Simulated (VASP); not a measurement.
# MoS2 (I4_1/amd) in VASP: settings compared

Aim: see how the results for MoS2 move with the level of theory and the settings. Levels: PBEsol, r2SCAN+rVV10. Tasks: single point.

Everything below comes from runs of VASP 6.6.1. Logs are shortened: lines on timing, memory, paths and dates and some standing lists are left out, and cuts for length are marked.

## (1) The cell of the first run

The structure is tetragonal, space group I4_1/amd (No. 141). The conventional cell has a = 4.721 Å, b = 4.721 Å, c = 8.774 Å, α = 90.00°, β = 90.00°, γ = 90.00°. Within 3.1 Å of Mo (site symmetry -4m2) lie 6 S at 2.37 to 2.43 Å. S (site symmetry 2mm) has 3 Mo at 2.37 to 2.43 Å and 2 S at 2.92 Å within 3.1 Å.

## (2) Single point, PBEsol

INCAR

```
SYSTEM = MoS2
ALGO     = Normal         ! electronic algorithm
EDIFF    = 1E-6           ! SCF threshold, eV
ENCUT    = 500            ! plane-wave cutoff, eV
GGA      = PS             ! functional
GGA_COMPAT= .False.      
ISIF     = 2              ! what is computed and relaxed
ISMEAR   = -1             ! smearing method
LASPH    = .True.         ! aspherical terms in the spheres
LCHARG   = .True.         ! write CHGCAR
LELF     = .True.         ! ELF
LREAL    = .False.        ! projectors in reciprocal space
LVHAR    = .True.       
LWAVE    = .False.        ! write WAVECAR
NBANDS   = 35             ! bands
NELM     = 120            ! most SCF steps
PREC     = Accurate       ! precision mode
SIGMA    = 0.03           ! smearing width, eV
```

KPOINTS

```
k-points
0
Gamma
  6 6 6
  0 0 0
```

POSCAR

```
MoS2
1.0
   -2.3605913333      2.3605913333      4.3870932658
    2.3605913333     -2.3605913333      4.3870932658
    2.3605913333      2.3605913333     -4.3870932658
Mo S
2 4
Direct
    0.7500000000      0.2500000000      0.5000000000
    0.0000000000      0.0000000000      0.0000000000
    0.4728607866     -0.0271392134      0.5000000000
    0.7228607866      0.7228607866      0.0000000000
    0.2771392134      0.2771392134      0.0000000000
    1.0271392134      0.5271392134      0.5000000000
```

Potentials or basis: VASP PAW PBE potentials, release 64 (Mo_sv, S).

On the command line:

```sh
cat potpaw_PBE.64/Mo_sv/POTCAR potpaw_PBE.64/S/POTCAR > POTCAR
mpirun -np 1 vasp_std > vasp.out
```

OUTCAR:

```text
SYSTEM = MoS2
   EDIFF = 1E-6
   ENCUT = 500
   GGA = PS
   ISIF = 2
   ISMEAR = -1
   LASPH = .True.
   LREAL = .False.
   NELM = 120
   PREC = Accurate

 ion  position               nearest neighbor table
   1  0.750  0.250  0.500-   5 2.37   4 2.37   5 2.37   4 2.37   3 2.43   6 2.43   2 3.22   2 3.22
                             2 3.22   2 3.22
   2  0.000  0.000  0.000-   6 2.37   3 2.37   6 2.37   3 2.37   4 2.43   5 2.43   1 3.22   1 3.22
                             1 3.22   1 3.22
   3  0.473  0.973  0.500-   2 2.37   2 2.37   1 2.43
   4  0.723  0.723  0.000-   1 2.37   1 2.37   2 2.43
   5  0.277  0.277  0.000-   1 2.37   1 2.37   2 2.43
   6  0.027  0.527  0.500-   2 2.37   2 2.37   1 2.43

  LATTYP: Found a body centered tetragonal cell.
 ALAT       =     4.7211826666
 C/A-ratio  =     1.8584721565

  Lattice vectors:

 A1 = (  -2.3605913333,   2.3605913333,   4.3870932658)
 A2 = (   2.3605913333,  -2.3605913333,   4.3870932658)
 A3 = (   2.3605913333,   2.3605913333,  -4.3870932658)

Analysis of symmetry for initial positions (statically):
=====================================================================
 Subroutine PRICEL returns:
 Original cell was already a primitive cell.

 Routine SETGRP: Setting up the symmetry group for a
 body centered tetragonal supercell.

 Subroutine GETGRP returns: Found 16 space group operations
 (whereof  8 operations were pure point group operations)
 out of a pool of 16 trial point group operations.

The static configuration has the point symmetry D_2d.
 The point group associated with its full space group is D_4h.

Analysis of symmetry for dynamics (positions and initial velocities):
=====================================================================
 Subroutine PRICEL returns:
 Original cell was already a primitive cell.

 Routine SETGRP: Setting up the symmetry group for a
 body centered tetragonal supercell.

 Subroutine GETGRP returns: Found 16 space group operations
 (whereof  8 operations were pure point group operations)
 out of a pool of 16 trial point group operations.

The dynamic configuration has the point symmetry D_2d.
 The point group associated with its full space group is D_4h.

 Subroutine INISYM returns: Found 16 space group operations
 (whereof  8 operations are pure point group operations),
 and found     1 'primitive' translations

----------------------------------------------------------------------------------------

                                     Primitive cell
[... 96 lines left out ...]
   LASPH  =      T    aspherical Exc in radial PAW
   ENCUT  =  500.0 eV  36.75 Ry    6.06 a.u.  10.05 10.05 10.05*2*pi/ulx,y,z
   NELM   =    120;   NELMIN=  2; NELMDL= -5     # of ELM steps
   EDIFF  = 0.1E-05   stopping-criterion for ELM
   LREAL  =      F    real-space projection
   EDIFFG = 0.1E-04   stopping-criterion for IOM
   NSW    =      0    number of steps for IOM
   IBRION =     -1    ionic relax: 0-MD 1-quasi-New 2-CG
   NFREE  =      0    steps in history (QN), initial steepest desc. (CG)
   ISIF   =      2    stress and relaxation
   ISYM   =      2    0-nonsym 1-usesym 2-fastsym
   POTIM  = 0.5000    time-step for ionic-motion
   TEBEG  =    0.0;   TEEND  =   0.0 temperature during run
   PSTRESS=    0.0 pullay stress
   NELECT =      52.0000    total number of electrons
   NUPDOWN=      -1.0000    fix difference up-down
   EMIN   =  10.00;   EMAX   =-10.00  energy-range for DOS
   EFERMI =   0.00;   METHOD = LEGACY
   ISMEAR =    -1;   SIGMA  =   0.03  broadening in eV -4-tet -1-fermi 0-gaus
   EFERMI_NEDOS =   21; number of points for ismear=-14 and -15
   IALGO  =     38    algorithm
   IMIX   =      4    mixing-type and parameters
     AMIX     =   0.40;   BMIX     =  1.00
     AMIX_MAG =   1.60;   BMIX_MAG =  1.00
  volume/ion in A,a.u.               =      16.30       109.98
  Fermi-wavevector in a.u.,A,eV,Ry     =   1.326324  2.506390 23.934507  1.759137
  Thomas-Fermi vector in A             =   2.455720
   LORBIT       =      0    0 simple, 1 ext, 2 COOP (PROOUT), +10 PAW based schemes
   GGA     = PS    functional components
   LHFCALC =     F    Hartree Fock is set to
   AEXX    =    0.0000 exact exchange contribution
   IVDW    =     0    specifies the selected vdW correction
   LEPSILON=     F    determine dielectric tensor
   LRPA    =     F    only Hartree local field effects (RPA)
 non-spin polarized calculation
  energy-cutoff  :      500.00
  volume of cell :       97.79
 maximum number of plane-waves:      2504
   NGX = 21   NGY = 21   NGZ = 21

 number of electron      51.9999996 magnetization

 Free energy of the ion-electron system (eV)
  ---------------------------------------------------
  ext. energy  EPLUGINS =         0.00000000
  ---------------------------------------------------
  free energy    TOTEN  =       -43.64775297 eV

  energy without entropy =      -43.64122666  energy(sigma->0) =      -43.64448982

 E-fermi :   8.8427     XC(G=0): -11.6384

 val. band max:        8.7960788803   @ k =   0.5000   0.0000   0.0000
 cond. band min:       8.8694822774   @ k =  -0.3333   0.3333   0.3333
 fundamental gap:      0.0734033971
 Fermi energy:         8.8427201183

 k-point     1 :       0.0000    0.0000    0.0000
  band No.  band energies     occupation
      1     -52.8374      2.00000
      2     -52.8050      2.00000
      3     -27.0518      2.00000
      4     -27.0435      2.00000
      5     -27.0435      2.00000
      6     -26.9578      2.00000
[... 901 lines left out ...]
     34      12.2903      0.00000
     35      14.8591      0.00000

 [... further k-points ...]
[... 5 lines left out ...]
  --------------------------------------------------------------------------------------
  -------------------------------------------------------------------------------------
  Total        0.0533215      0.0533215      0.0364251      0.0000000      0.0000000      0.0000000
  in kB        0.8736444      0.8736444      0.5968062      0.0000000      0.0000000      0.0000000
  external PRESSURE =       0.7813650 kB  Pullay stress =       0.0000000 kB

 VOLUME and BASIS-vectors are now :
 -----------------------------------------------------------------------------
  energy-cutoff  :      500.00
  volume of cell :       97.79
      direct lattice vectors                 reciprocal lattice vectors
    -2.360591333  2.360591333  4.387093266     0.000000000  0.211811334  0.113970679
     2.360591333 -2.360591333  4.387093266     0.211811334  0.000000000  0.113970679
     2.360591333  2.360591333 -4.387093266     0.211811334  0.211811334  0.000000000

 POSITION                                       TOTAL-FORCE (eV/Angst)
 -----------------------------------------------------------------------------------
      0.00000      2.36059      2.19355        -0.000000     -0.000000     -0.000000
      0.00000      0.00000      0.00000        -0.000000     -0.000000      0.000000
      2.36059      0.00000      4.14897         0.000000     -0.000000     -0.006009
      0.00000      0.00000      6.34252        -0.000000      0.000000     -0.006009
      0.00000      0.00000      2.43167        -0.000000      0.000000      0.006009
      2.36059      0.00000      0.23812         0.000000     -0.000000      0.006009
 -----------------------------------------------------------------------------------
    total drift:                                0.000000      0.000000     -0.000000

  FREE ENERGIE OF THE ION-ELECTRON SYSTEM (eV)
  ---------------------------------------------------
  free  energy   TOTEN  =       -43.6477529727 eV

  energy  without entropy=      -43.6412266576  energy(sigma->0) =      -43.64448982
```

OSZICAR:

```text
N       E                     dE             d eps       ncg     rms          rms(c)
DAV:   1     0.413298098947E+03    0.41330E+03   -0.27370E+04  2260   0.139E+03
DAV:   2    -0.249102818671E+02   -0.43821E+03   -0.42473E+03  2493   0.367E+02
DAV:   3    -0.466364588230E+02   -0.21726E+02   -0.21221E+02  2541   0.734E+01
DAV:   4    -0.470614695182E+02   -0.42501E+00   -0.42375E+00  2487   0.105E+01
DAV:   5    -0.470684313037E+02   -0.69618E-02   -0.69592E-02  2528   0.133E+00    0.339E+01
DAV:   6    -0.449289280526E+02    0.21395E+01   -0.19567E+01  2264   0.253E+01    0.125E+01
DAV:   7    -0.439317356874E+02    0.99719E+00   -0.96099E+00  2248   0.156E+01    0.973E+00
DAV:   8    -0.436475625849E+02    0.28417E+00   -0.95096E-01  2297   0.565E+00    0.208E+00
DAV:   9    -0.436499732926E+02   -0.24107E-02   -0.51149E-02  2448   0.101E+00    0.771E-01
DAV:  10    -0.436488450879E+02    0.11282E-02   -0.22016E-02  2298   0.899E-01    0.311E-01
DAV:  11    -0.436477635795E+02    0.10815E-02   -0.42410E-03  2253   0.392E-01    0.639E-02
DAV:  12    -0.436477564594E+02    0.71200E-05   -0.20235E-04  2328   0.740E-02    0.304E-02
DAV:  13    -0.436477529624E+02    0.34971E-05   -0.34431E-05  2471   0.322E-02    0.711E-03
DAV:  14    -0.436477529727E+02   -0.10326E-07   -0.24377E-06  1834   0.812E-03
   1 F= -.43647753E+02 E0= -.43644490E+02  d E =-.652632E-02
```

Wall time 2.6 min (1 thread of Intel Xeon 8259CL, shared host); peak memory 0.27 GiB.

Results:

```yaml
Free_energy: -43.6478 eV
Pressure: 0.1 GPa
Largest_force: 0.006 eV/Å
Band_gap_on_the_k_mesh: zero (band 26 reaches 9.34 eV, above the bottom of band 27 at 7.40 eV)
```

Forces on the atoms (eV/Å):
```
Mo   0.000  0.000  0.000
Mo   0.000  0.000  0.000
S    0.000  0.000 -0.006
S    0.000  0.000 -0.006
S    0.000  0.000  0.006
S    0.000  0.000  0.006
```

Levels at points of the mesh, in eV from the Fermi level:
| k point | band 22 | band 23 | band 24 | band 25 | band 26 | band 27 | band 28 | band 29 | band 30 | band 31 |
| --- | --- | --- | --- | --- | --- | --- | --- | --- | --- | --- |
| (0.00, 0.00, 0.00) | -2.72 | -1.29 | -1.29 | -0.68 | -0.43 | -0.14 | -0.14 | -0.10 | -0.07 | 0.94 |
| (0.50, 0.00, 0.00) | -3.27 | -1.40 | -0.99 | -0.92 | -0.05 | 0.24 | 0.26 | 1.19 | 1.28 | 1.79 |
| (0.50, 0.50, 0.00) | -3.22 | -1.35 | -1.35 | 0.31 | 0.31 | 1.37 | 1.37 | 1.52 | 1.52 | 4.12 |
| (0.50, 0.50, 0.50) | -2.42 | -1.97 | -1.97 | -1.80 | -1.80 | -1.45 | -1.45 | -0.10 | -0.10 | 2.08 |

Caveat: the PAW data sets were made with another functional, which shifts forces and pressure a little.

## (3) Single point, r2SCAN+rVV10

This run uses another cell than the first one, of 17.23 Å³/atom, 1.057 times its volume.

POSCAR

```
MoS2
1.0
   -2.3762322584      2.3762322584      4.5759320108
    2.3762322584     -2.3762322584      4.5759320108
    2.3762322584      2.3762322584     -4.5759320108
Mo S
2 4
Direct
    0.7500000000      0.2500000000      0.5000000000
    0.0000000000      0.0000000000      0.0000000000
    0.4833893929     -0.0166106071      0.5000000000
    0.7333893929      0.7333893929      0.0000000000
    0.2666106071      0.2666106071      0.0000000000
    1.0166106071      0.5166106071      0.5000000000
```

INCAR.step1

```
  PREC = Accurate
  ENCUT = 520
  ISMEAR = -1
  SIGMA = 0.03
  LREAL = False
  LASPH = True
  NELM = 80
  NBANDS = 35
  GGA = PE
  ALGO = Normal
  EDIFF = 1E-4
  LWAVE = True
  LCHARG = False
```

INCAR.step2

```
  PREC = Accurate
  ENCUT = 520
  EDIFF = 1E-6
  ISMEAR = -1
  SIGMA = 0.03
  LREAL = False
  LASPH = True
  NELM = 80
  ALGO = Normal
  ISIF = 2
  LWAVE = False
  LCHARG = False
  METAGGA = R2SCAN
  LMIXTAU = True
  LUSE_VDW = True
  IVDW_NL = 2
  BPARAM = 11.95
  CPARAM = 0.0093
  NBANDS = 35
  ISTART = 1
```

KPOINTS

```
regular mesh
0
Gamma
  8 8 8
```

Potentials or basis: VASP PAW PBE potentials, release 64 (Mo_sv, S).

On the command line:

```sh
cat potpaw_PBE.64/Mo_sv/POTCAR potpaw_PBE.64/S/POTCAR > POTCAR
cp INCAR.step1 INCAR
mpirun -np 1 vasp_std > vasp.out
cp INCAR.step2 INCAR
mpirun -np 1 vasp_std > vasp.out
```

OUTCAR:

```text
PREC = Accurate
   ENCUT = 520
   EDIFF = 1E-6
   ISMEAR = -1
   LREAL = False
   LASPH = True
   NELM = 80
   ISIF = 2
   METAGGA = R2SCAN
   IVDW_NL = 2
   BPARAM = 11.95
   ISTART = 1

 ion  position               nearest neighbor table
   1  0.750  0.250  0.500-   5 2.38   4 2.38   5 2.38   4 2.38   3 2.44   6 2.44   2 3.30   2 3.30
                             2 3.30   2 3.30
   2  0.000  0.000  0.000-   6 2.38   3 2.38   6 2.38   3 2.38   4 2.44   5 2.44   1 3.30   1 3.30
                             1 3.30   1 3.30
   3  0.483  0.983  0.500-   2 2.38   2 2.38   1 2.44
[... 1125 lines left out ...]
  -------------------------------------------------------------------------------------
  Total        0.1261394      0.1261394      0.1672239      0.0000000      0.0000000      0.0000000
  in kB        1.9554381      1.9554381      2.5923382      0.0000000      0.0000000      0.0000000
  external PRESSURE =       2.1677381 kB  Pullay stress =       0.0000000 kB

 VOLUME and BASIS-vectors are now :
 -----------------------------------------------------------------------------
  energy-cutoff  :      520.00
  volume of cell :      103.35
      direct lattice vectors                 reciprocal lattice vectors
    -2.376232258  2.376232258  4.575932011     0.000000000  0.210417142  0.109267358
     2.376232258 -2.376232258  4.575932011     0.210417142  0.000000000  0.109267358
     2.376232258  2.376232258 -4.575932011     0.210417142  0.210417142  0.000000000

 POSITION                                       TOTAL-FORCE (eV/Angst)
 -----------------------------------------------------------------------------------
      0.00000      2.37623      2.28797         0.000000      0.000000     -0.000000
      0.00000      0.00000      0.00000         0.000000      0.000000     -0.000000
      2.37623      0.00000      4.42391        -0.000000     -0.000000     -0.012494
      0.00000      0.00000      6.71188        -0.000000     -0.000000     -0.012494
      0.00000      0.00000      2.43998        -0.000000     -0.000000      0.012494
      2.37623      0.00000      0.15202         0.000000      0.000000      0.012494
 -----------------------------------------------------------------------------------
    total drift:                                0.000000      0.000000     -0.000000

  FREE ENERGIE OF THE ION-ELECTRON SYSTEM (eV)
  ---------------------------------------------------
  free  energy   TOTEN  =       -85.7437316891 eV

  energy  without entropy=      -85.7314133128  energy(sigma->0) =      -85.73757250
```

OUTCAR.step1:

```text
PREC = Accurate
   ENCUT = 520
   ISMEAR = -1
   LREAL = False
   LASPH = True
   NELM = 80
[... 1151 lines left out ...]
      0.00000      0.00000      6.71188         0.000000     -0.000000     -0.125015
      0.00000      0.00000      2.43998         0.000000     -0.000000      0.125015
      2.37623      0.00000      0.15202        -0.000000      0.000000      0.125015
 -----------------------------------------------------------------------------------
    total drift:                                0.000000      0.000000     -0.000000

  FREE ENERGIE OF THE ION-ELECTRON SYSTEM (eV)
  ---------------------------------------------------
  free  energy   TOTEN  =       -40.2748808994 eV

  energy  without entropy=      -40.2616573417  energy(sigma->0) =      -40.26826912
```

It took 14 min on 1 thread of Intel Xeon Platinum 8375C at 2.90GHz (Ice Lake), shared host; peak memory 0.65 GiB.

Results:

```
Free energy            : -85.7437 eV
Pressure               : 0.2 GPa
Largest force          : 0.012 eV/Å
Band gap on the k mesh : zero (band 26 reaches 8.73 eV, above the bottom of band 27 at 6.47 eV)
```

Forces on the atoms (eV/Å):
```
Mo   0.000  0.000  0.000
Mo   0.000  0.000  0.000
S    0.000  0.000 -0.012
S    0.000  0.000 -0.012
S    0.000  0.000  0.012
S    0.000  0.000  0.012
```

Caveat: the PAW data sets were made with another functional, which shifts forces and pressure a little.
